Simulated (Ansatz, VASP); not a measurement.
# Sc: VASP beside Ansatz

The input INCAR:

```
PREC     = Accurate       # precision mode
ENCUT    = 520            # plane-wave cutoff, eV
EDIFF    = 1E-6           # SCF threshold, eV
ISMEAR   = 0              # smearing method
SIGMA    = 0.15           # smearing width, eV
LREAL    = False          # projectors in reciprocal space
LASPH    = True           # aspherical terms in the spheres
NELM     = 80             # most SCF steps
ALGO     = Fast           # electronic algorithm
ISIF     = 2              # what is computed and relaxed
LWAVE    = False          # write WAVECAR
LCHARG   = False          # write CHGCAR
GGA      = PS             # functional
NBANDS   = 12             # bands
```

File KPOINTS:

```
Automatic mesh
0
Gamma
  18 18 18
```

The input POSCAR:

```
Sc
1.0
    0.0000000000      2.2137375000      2.1569750000
    2.2137375000      0.0000000000      2.1569750000
    2.2137375000      2.2137375000      0.0000000000
Sc
1
Direct
    0.0000000000      0.0000000000      0.0000000000
```

Input for Ansatz:

```yaml
crystal:
  lattice:
    - [0.0, 2.2137375, 2.156975]
    - [2.2137375, 0.0, 2.156975]
    - [2.2137375, 2.2137375, 0.0]
  atoms:
    - { symbol: Sc, position: [0.0, 0.0, 0.0] }
basis:
  ecutwfc: 420
kpoints:
  mp_grid: { grid: [18, 18, 18] }
hamiltonian:
  xc: pbesol
scf:
  occupations: { method: gaussian, width: 0.15 }
output:
  forces: true
  stress: true
  eigenvalues: true
```

Change from the starting cell: strain -0.025 along x and y, -0.050 along z, atoms carried along.

Alike in both runs: task single point; functional PBEsol; k mesh 18 × 18 × 18; occupations gaussian, width 0.15 eV; no spin polarisation.

```csv
,VASP,Ansatz
version,VASP 6.6.1,Ansatz 0.2.0
potentials or method,"VASP PAW PBE potentials, release 64 (Sc_sv), cutoff 520 eV","scalar-relativistic, plane waves, PAW"
valence electrons in the cell,11,11
```

```csv
,VASP,Ansatz,Ansatz less VASP
gap on the k mesh at the Fermi level (eV),none,none,-
pressure (GPa),7.0,7.0,+0.01
"traceless stress, the component that is largest in VASP (GPa)",0.54,0.54,-0.003
```

VASP's potentials were made for PBE, not for PBEsol. A gap of «none» marks a metal or a gap that the smearing closes. With one functional, cell and mesh, what is left measures potentials, basis and numerics.
